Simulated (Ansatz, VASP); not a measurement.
One calculation of Te, two programs

```
Te
1.0
     2.16951    1.25257    1.75918
    -2.16951    1.25257    1.75918
     0.00000   -2.50513    1.75918
Te
1
Direct
  0.50000 0.50000 0.50000
```

Alike in both runs: task single point; functional PBEsol; k mesh 15 × 15 × 15; occupations gaussian, width 0.15 eV; no spin polarisation.

|  | VASP | Ansatz |
| --- | --- | --- |
| version | VASP 6.6.1 | Ansatz 0.2.0 |
| potentials or method | VASP PAW PBE potentials, release 64 (Te), cutoff 520 eV | scalar-relativistic, plane waves, PAW |
| valence electrons in the cell | 6 | 16 |

VASP gave:

* gap on the k mesh at the Fermi level (eV): none
* pressure (GPa): 6.1
* traceless stress, the component that is largest in VASP (GPa): -0.08

Question: Which values does Ansatz return?

Answer: gap on the k mesh at the Fermi level (eV): none; pressure (GPa): 6.0; traceless stress, the component that is largest in VASP (GPa): -0.08.

VASP's potentials were made for PBE, not for PBEsol. A gap of «none» marks a metal or a gap that the smearing closes. VASP's potentials hold 6 valence electrons a cell and Ansatz's 16, so a difference there can come from the potentials and not from the codes.

Neither program's run includes spin-orbit coupling.
